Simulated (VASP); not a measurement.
# W (Fm-3m) in VASP: a series of runs

W is run at these levels: PBE; tasks: single point, relaxation of cell and atoms.

Everything below comes from runs of VASP 6.6.1. Logs are shortened: lines on timing, memory, paths and dates and some standing lists are left out, and cuts for length are marked.

## (1) The cell of the first run

Symmetry: Fm-3m, No. 225, cubic system. Conventional cell: a = 4.066 Å, b = 4.066 Å, c = 4.066 Å, α = 90.00°, β = 90.00°, γ = 90.00°. W (site symmetry m-3m) has 12 W at 2.87 Å within 3.8 Å.

This isn't the form of W at room conditions, which is bcc.

## (2) Single point, PBE (16.80 Å³/atom)

The input, INCAR:

```
  PREC = Accurate
  ENCUT = 520
  EDIFF = 1E-6
  ISMEAR = -1
  SIGMA = 0.15
  LREAL = F
  LASPH = T
  NELM = 60
  ALGO = Normal
  ISIF = 2
  LWAVE = F
  LCHARG = F
  GGA = PE
  NBANDS = 13
```

The input, KPOINTS:

```
Automatic mesh
0
Gamma
  20 20 20
```

The input, POSCAR:

```
W
1.0
    0.0000000000      2.0328326182      2.0328326182
    2.0328326182      0.0000000000      2.0328326182
    2.0328326182      2.0328326182      0.0000000000
W
1
Direct
    0.0000000000      0.0000000000      0.0000000000
```

Potentials or basis: VASP PAW PBE potentials, release 64 (W_sv).

Run with:

```sh
$ cat potpaw_PBE.64/W_sv/POTCAR > POTCAR
$ mpirun -np 1 vasp_std > vasp.out
```

OUTCAR:

```text
PREC = Accurate
   ENCUT = 520
   EDIFF = 1E-6
   ISMEAR = -1
   LREAL = F
   LASPH = T
   NELM = 60
   ISIF = 2
   GGA = PE

 ion  position               nearest neighbor table
   1  0.000  0.000  0.000-

  LATTYP: Found a face centered cubic cell.
 ALAT       =     4.0656652364

  Lattice vectors:

 A1 = (   0.0000000000,   2.0328326182,   2.0328326182)
 A2 = (   2.0328326182,   0.0000000000,   2.0328326182)
 A3 = (   2.0328326182,   2.0328326182,   0.0000000000)

Analysis of symmetry for initial positions (statically):
=====================================================================
 Subroutine PRICEL returns:
 Original cell was already a primitive cell.

 Routine SETGRP: Setting up the symmetry group for a
 face centered cubic supercell.

 Subroutine GETGRP returns: Found 48 space group operations
 (whereof 48 operations were pure point group operations)
 out of a pool of 48 trial point group operations.

The static configuration has the point symmetry O_h .

Analysis of symmetry for dynamics (positions and initial velocities):
=====================================================================
 Subroutine PRICEL returns:
 Original cell was already a primitive cell.

 Routine SETGRP: Setting up the symmetry group for a
 face centered cubic supercell.

 Subroutine GETGRP returns: Found 48 space group operations
 (whereof 48 operations were pure point group operations)
 out of a pool of 48 trial point group operations.

The dynamic configuration has the point symmetry O_h .

 Subroutine INISYM returns: Found 48 space group operations
 (whereof 48 operations are pure point group operations),
 and found     1 'primitive' translations

----------------------------------------------------------------------------------------

                                     Primitive cell

  volume of cell :      16.8010

  direct lattice vectors                    reciprocal lattice vectors
     0.000000000  2.032832618  2.032832618    -0.245962208  0.245962208  0.245962208
     2.032832618  0.000000000  2.032832618     0.245962208 -0.245962208  0.245962208
     2.032832618  2.032832618  0.000000000     0.245962208  0.245962208 -0.245962208

  length of vectors
     2.874859459  2.874859459  2.874859459     0.426019042  0.426019042  0.426019042

  position of ions in fractional coordinates (direct lattice)
     0.000000000  0.000000000  0.000000000

  ion indices of the primitive-cell ions
   primitive index   ion index
                 1           1

----------------------------------------------------------------------------------------

 KPOINTS: Automatic mesh

Automatic generation of k-mesh.
 Grid dimensions read from file:
 generate k-points for:   20   20   20

 Generating k-lattice:

  Cartesian coordinates                     Fractional coordinates (reciprocal lattice)
    -0.012298110  0.012298110  0.012298110     0.050000000  0.000000000  0.000000000
     0.012298110 -0.012298110  0.012298110     0.000000000  0.050000000  0.000000000
     0.012298110  0.012298110 -0.012298110     0.000000000  0.000000000  0.050000000

  Length of vectors
     0.021300952  0.021300952  0.021300952

  Shift w.r.t. Gamma in fractional coordinates (k-lattice)
     0.000000000  0.000000000  0.000000000

 Subroutine IBZKPT returns following result:
 ===========================================

 Found    256 irreducible k-points:

 Following reciprocal coordinates:
            Coordinates               Weight
  0.000000  0.000000  0.000000      1.000000
  0.050000  0.000000  0.000000      8.000000
  0.100000  0.000000  0.000000      8.000000
  0.150000  0.000000  0.000000      8.000000
  0.200000  0.000000  0.000000      8.000000
  0.250000  0.000000  0.000000      8.000000
[... 16 lines left out ...]
 -0.400000  0.050000  0.000000     24.000000
 -0.350000  0.050000  0.000000     24.000000
 [... further k-points ...]
   k-points           NKPTS =    256   k-points in BZ     NKDIM =    256   number of bands    NBANDS=     13
   number of dos      NEDOS =    301   number of ions     NIONS =      1
   total plane-waves  NPLWV =  13824
   dimension x,y,z NGX =    24 NGY =   24 NGZ =   24
   dimension x,y,z NGXF=    48 NGYF=   48 NGZF=   48
   ions per type =               1
   NGX,Y,Z   is equivalent  to a cutoff of  13.88, 13.88, 13.88 a.u.
   NGXF,Y,Z  is equivalent  to a cutoff of  27.76, 27.76, 27.76 a.u.
 SYSTEM =  unknown system
   PREC   = accura    normal or accurate (medium, high low for compatibility)
   ISTART =      0    job   : 0-new  1-cont  2-samecut
   ICHARG =      2    charge: 1-file 2-atom 10-const
   ISPIN  =      1    spin polarized calculation?
   LNONCOLLINEAR =      F non collinear calculations
   LSORBIT =      F    spin-orbit coupling
   LASPH  =      T    aspherical Exc in radial PAW
   ENCUT  =  520.0 eV  38.22 Ry    6.18 a.u.   5.35  5.35  5.35*2*pi/ulx,y,z
   NELM   =     60;   NELMIN=  2; NELMDL= -5     # of ELM steps
   EDIFF  = 0.1E-05   stopping-criterion for ELM
   LREAL  =      F    real-space projection
   EDIFFG = 0.1E-04   stopping-criterion for IOM
   NSW    =      0    number of steps for IOM
   IBRION =     -1    ionic relax: 0-MD 1-quasi-New 2-CG
   NFREE  =      0    steps in history (QN), initial steepest desc. (CG)
   ISIF   =      2    stress and relaxation
   ISYM   =      2    0-nonsym 1-usesym 2-fastsym
   POTIM  = 0.5000    time-step for ionic-motion
   TEBEG  =    0.0;   TEEND  =   0.0 temperature during run
   PSTRESS=    0.0 pullay stress
   NELECT =      14.0000    total number of electrons
   NUPDOWN=      -1.0000    fix difference up-down
   EMIN   =  10.00;   EMAX   =-10.00  energy-range for DOS
   EFERMI =   0.00;   METHOD = LEGACY
   ISMEAR =    -1;   SIGMA  =   0.15  broadening in eV -4-tet -1-fermi 0-gaus
   EFERMI_NEDOS =   21; number of points for ismear=-14 and -15
   IALGO  =     38    algorithm
   IMIX   =      4    mixing-type and parameters
     AMIX     =   0.40;   BMIX     =  1.00
     AMIX_MAG =   1.60;   BMIX_MAG =  1.00
  volume/ion in A,a.u.               =      16.80       113.38
  Fermi-wavevector in a.u.,A,eV,Ry     =   1.540539  2.911196 32.290147  2.373259
  Thomas-Fermi vector in A             =   2.646611
   LORBIT       =      0    0 simple, 1 ext, 2 COOP (PROOUT), +10 PAW based schemes
   GGA     = PE    functional components
   LHFCALC =     F    Hartree Fock is set to
   AEXX    =    0.0000 exact exchange contribution
   IVDW    =     0    specifies the selected vdW correction
   LEPSILON=     F    determine dielectric tensor
   LRPA    =     F    only Hartree local field effects (RPA)
 non-spin polarized calculation
  energy-cutoff  :      520.00
  volume of cell :       16.80
 maximum number of plane-waves:       465
 NGX is ok and might be reduce to    24
   NGX = 11   NGY = 11   NGZ = 11

 number of electron      14.0000002 magnetization

 Free energy of the ion-electron system (eV)
  ---------------------------------------------------
  ext. energy  EPLUGINS =         0.00000000
  ---------------------------------------------------
  free energy    TOTEN  =       -12.51163742 eV

  energy without entropy =      -12.42256650  energy(sigma->0) =      -12.46710196

 E-fermi :  10.1975     XC(G=0): -13.3047

 val. band max:       10.1965559064   @ k =   0.2000   0.1000   0.0500
 cond. band min:      10.1994089633   @ k =  -0.3500   0.1500   0.0000
 fundamental gap:      0.0028530570
 Fermi energy:        10.1975372415

 k-point     1 :       0.0000    0.0000    0.0000
  band No.  band energies     occupation
      1     -63.5453      2.00000
      2     -27.2053      2.00000
      3     -27.2053      2.00000
      4     -27.2053      2.00000
      5       1.3006      2.00000
      6       9.6416      1.95203
      7       9.6416      1.95203
      8       9.6416      1.95203
      9      12.6638      0.00000
     10      12.6638      0.00000
     11      22.9247      0.00000
     12      28.0288      0.00000
     13      28.0288      0.00000

 k-point     2 :       0.0500    0.0000    0.0000
  band No.  band energies     occupation
      1     -63.5429      2.00000
      2     -27.2329      2.00000
      3     -27.2088      2.00000
      4     -27.2088      2.00000
      5       1.4079      2.00000
      6       9.5576      1.97231
      7       9.6923      1.93340
      8       9.6923      1.93340
      9      12.6173      0.00000
     10      12.6173      0.00000
     11      23.1416      0.00000
     12      27.5194      0.00000
     13      28.2296      0.00000

 k-point     3 :       0.1000    0.0000    0.0000
  band No.  band energies     occupation
      1     -63.5362      2.00000
      2     -27.3125      2.00000
      3     -27.2191      2.00000
      4     -27.2191      2.00000
      5       1.7209      2.00000
      6       9.3338      1.99371
      7       9.8286      1.84249
      8       9.8286      1.84249
      9      12.5057      0.00000
     10      12.5057      0.00000
     11      23.7406      0.00000
     12      26.4982      0.00000
     13      28.8155      0.00000
[... 305 lines left out ...]
 k-point    23 :      -0.4000    0.0500    0.0000
  band No.  band energies     occupation
      1     -63.4552      2.00000
      2     -28.1889      2.00000
      3     -27.3646      2.00000
      4     -27.3358      2.00000
      5       4.7412      2.00000
      6       9.4042      1.98996
      7       9.5937      1.96492
      8       9.9954      1.58758
      9      14.3567      0.00000
     10      15.0457      0.00000
     11      20.7396      0.00000
     12      23.4586      0.00000
     13      28.9335      0.00000

 k-point    24 :      -0.3500    0.0500    0.0000
  band No.  band energies     occupation
      1     -63.4646      2.00000
      2     -28.0917      2.00000
      3     -27.3539      2.00000
      4     -27.3182      2.00000
      5       4.6036      2.00000
      6       9.2966      1.99509
      7       9.6070      1.96173
      8       9.7349      1.91247
      9      13.7166      0.00000
     10      14.5575      0.00000
     11      21.4734      0.00000
     12      24.5490      0.00000
     13      29.8681      0.00000

 [... further k-points ...]

------------------------ aborting loop because EDIFF is reached ----------------------------------------

  FORCE on cell =-STRESS in cart. coord.  units (eV):
  Direction    XX          YY          ZZ          XY          YZ          ZX
  --------------------------------------------------------------------------------------
  -------------------------------------------------------------------------------------
  Total       -0.5162729     -0.5162729     -0.5162729      0.0000000     -0.0000000      0.0000000
  in kB      -49.2328541    -49.2328541    -49.2328541      0.0000000     -0.0000000      0.0000000
  external PRESSURE =     -49.2328541 kB  Pullay stress =       0.0000000 kB

 VOLUME and BASIS-vectors are now :
 -----------------------------------------------------------------------------
  energy-cutoff  :      520.00
  volume of cell :       16.80
      direct lattice vectors                 reciprocal lattice vectors
     0.000000000  2.032832618  2.032832618    -0.245962208  0.245962208  0.245962208
     2.032832618  0.000000000  2.032832618     0.245962208 -0.245962208  0.245962208
     2.032832618  2.032832618  0.000000000     0.245962208  0.245962208 -0.245962208

 POSITION                                       TOTAL-FORCE (eV/Angst)
 -----------------------------------------------------------------------------------
      0.00000      0.00000      0.00000         0.000000      0.000000      0.000000
 -----------------------------------------------------------------------------------
    total drift:                               -0.000000      0.000000      0.000000

  FREE ENERGIE OF THE ION-ELECTRON SYSTEM (eV)
  ---------------------------------------------------
  free  energy   TOTEN  =       -12.5116374211 eV

  energy  without entropy=      -12.4225665019  energy(sigma->0) =      -12.46710196
```

Run time: 34 s. Hardware: 1 thread of Intel Xeon 8259CL, shared host; peak memory 0.18 GiB.

Results:

```yaml
Free_energy: -12.5116 eV
Pressure: -4.9 GPa
Band_gap_on_the_k_mesh: zero (bands 7 and 8 overlap by 3.45 eV)
```

Levels at points of the mesh, in eV from the Fermi level:
| k point | band 3 | band 4 | band 5 | band 6 | band 7 | band 8 | band 9 | band 10 | band 11 | band 12 |
| --- | --- | --- | --- | --- | --- | --- | --- | --- | --- | --- |
| (0.00, 0.00, 0.00) | -37.40 | -37.40 | -8.90 | -0.56 | -0.56 | -0.56 | 2.47 | 2.47 | 12.73 | 17.83 |
| (0.50, 0.00, 0.00) | -37.55 | -37.55 | -5.50 | -0.77 | -0.77 | 0.54 | 4.86 | 4.86 | 9.92 | 12.35 |
| (0.50, 0.50, 0.00) | -37.79 | -37.79 | -5.35 | -4.40 | 2.89 | 4.82 | 5.56 | 5.56 | 11.51 | 11.51 |

Caveat: the cell stands under tension; spin-orbit coupling is left out, which moves the levels of the heavy elements.

## (3) Relaxation of cell and atoms, PBE

This run uses another cell than the first one, of 16.45 Å³/atom.

The input, INCAR:

```
SYSTEM = W
PREC     = Accurate       ! precision mode
ENCUT    = 600            ! plane-wave cutoff, eV
EDIFF    = 1E-6           ! SCF threshold, eV
ISMEAR   = -1             ! smearing method
SIGMA    = 0.15           ! smearing width, eV
LREAL    = .FALSE.        ! projectors in reciprocal space
LASPH    = .TRUE.         ! aspherical terms in the spheres
NELM     = 80             ! most SCF steps
ALGO     = Normal         ! electronic algorithm
ISIF     = 3              ! what is computed and relaxed
LWAVE    = .FALSE.        ! write WAVECAR
LCHARG   = .FALSE.        ! write CHGCAR
GGA      = PE             ! functional
IBRION   = 2              ! ionic algorithm
NSW      = 80             ! ionic steps
EDIFFG   = -0.001         ! ionic threshold
```

The input, KPOINTS:

```
regular mesh
0
G
  20 20 20
  0 0 0
```

The input, POSCAR:

```
W
1.0
    0.0000000000      2.0185031151      2.0185031151
    2.0185031151      0.0000000000      2.0185031151
    2.0185031151      2.0185031151      0.0000000000
W
1
Direct
    0.0000000000      0.0000000000      0.0000000000
```

Potentials or basis: VASP PAW PBE potentials, release 64 (W_sv).

Run with:

```sh
$ cat potpaw_PBE.64/W_sv/POTCAR > POTCAR
$ mpirun -np 1 vasp_std > vasp.out
```

Run time: 62 s. Hardware: 1 thread of Intel Xeon 8259CL, shared host; peak memory 0.19 GiB.

The run converged. Its results:

* Free energy: -12.5162 eV
* Relaxed volume: 16.50 Å³/atom
* Relaxed cell: a = 2.858 Å, b = 2.858 Å, c = 2.858 Å, α = 60.00°, β = 60.00°, γ = 60.00°
* Space group after relaxing (to 0.1 Å): Fm-3m (No. 225)
* Energy gained by relaxing: 0.2 meV/atom
* Ionic steps: 3
* Pressure after relaxing: 0.0 GPa
* Band gap on the k mesh: zero (bands 7 and 8 overlap by 3.57 eV)

Step by step:
| step | energy change (eV) | largest force (eV/Å) | pressure (GPa) | volume (Å³) |
| --- | --- | --- | --- | --- |
| 1 | 0.0000 | 0.0000 | 0.95 | 16.45 |
| 2 | 0.0015 | 0.0000 | -2.97 | 16.68 |
| 3 | -0.0002 | 0.0000 | 0.00 | 16.50 |

Final structure:
```
W
1.0
     0.00000    2.02074    2.02074
     2.02074    0.00000    2.02074
     2.02074    2.02074    0.00000
W
1
Direct
  0.00000 0.00000 0.00000
```

Levels at points of the mesh, in eV from the Fermi level:
```
           k point  band 5  band 6  band 7  band 8  band 9  band 10
(0.00, 0.00, 0.00)   -8.99   -0.58   -0.58   -0.58    2.53     2.53
(0.50, 0.00, 0.00)   -5.60   -0.80   -0.80    0.59    4.98     4.98
(0.50, 0.50, 0.00)   -5.47   -4.51    2.99    4.95    5.70     5.70
```

Caveat: spin-orbit coupling is left out, which moves the levels of the heavy elements.
